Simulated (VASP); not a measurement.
Input of a VASP 6.6.1 run:

Contents of POSCAR:

```
KCl
1.0
    0.0000000000      3.0505028602      3.1718713392
    3.0505028602      0.0000000000      3.1718713392
    3.0505028602      3.0505028602      0.0000000000
K Cl
1 1
Direct
    0.0000000000      0.0000000000      0.0000000000
    0.5000000000      0.5000000000      0.5000000000
```

Contents of INCAR.step1:

```
PREC     = Accurate       # precision mode
ENCUT    = 520            # plane-wave cutoff, eV
ISMEAR   = 0              # smearing method
SIGMA    = 0.01           # smearing width, eV
LREAL    = F              # projectors in reciprocal space
LASPH    = T              # aspherical terms in the spheres
NELM     = 80             # most SCF steps
NBANDS   = 15             # bands
GGA      = PE             # functional
ALGO     = Normal         # electronic algorithm
EDIFF    = 1E-4           # SCF threshold, eV
LWAVE    = T              # write WAVECAR
LCHARG   = F              # write CHGCAR
```

Contents of INCAR.step2:

```
PREC     = Accurate       # precision mode
ENCUT    = 520            # plane-wave cutoff, eV
EDIFF    = 1E-6           # SCF threshold, eV
ISMEAR   = 0              # smearing method
SIGMA    = 0.01           # smearing width, eV
LREAL    = F              # projectors in reciprocal space
LASPH    = T              # aspherical terms in the spheres
NELM     = 80             # most SCF steps
ALGO     = Normal         # electronic algorithm
ISIF     = 2              # what is computed and relaxed
LWAVE    = F              # write WAVECAR
LCHARG   = F              # write CHGCAR
METAGGA  = R2SCAN         # meta-GGA
LMIXTAU  = T            
NBANDS   = 15             # bands
ISTART   = 1
```

Contents of KPOINTS:

```
regular mesh
0
Gamma
  8 8 8
```

Potentials or basis: VASP PAW PBE potentials, release 64 (K_sv, Cl).

The run is started by

```bash
$ cat potpaw_PBE.64/K_sv/POTCAR potpaw_PBE.64/Cl/POTCAR > POTCAR
$ cp INCAR.step1 INCAR
$ mpirun -np 1 vasp_std > vasp.out
$ cp INCAR.step2 INCAR
$ mpirun -np 1 vasp_std > vasp.out
```

**Question.** Predict the pressure.

**Answer.** 1.3 GPa.

**Question.** Predict the band gap on the k mesh.

**Answer.** 6.00 eV.

Stress tensor (GPa, compression positive):
```
 1.93  0.00  0.00
 0.00  1.93  0.00
 0.00  0.00 -0.03
```

Caveat: the cell differs from its parent crystal (epitaxial xy strain -3.0%); the PAW data sets were made with another functional, which shifts forces and pressure a little. A k mesh can miss the band edges.
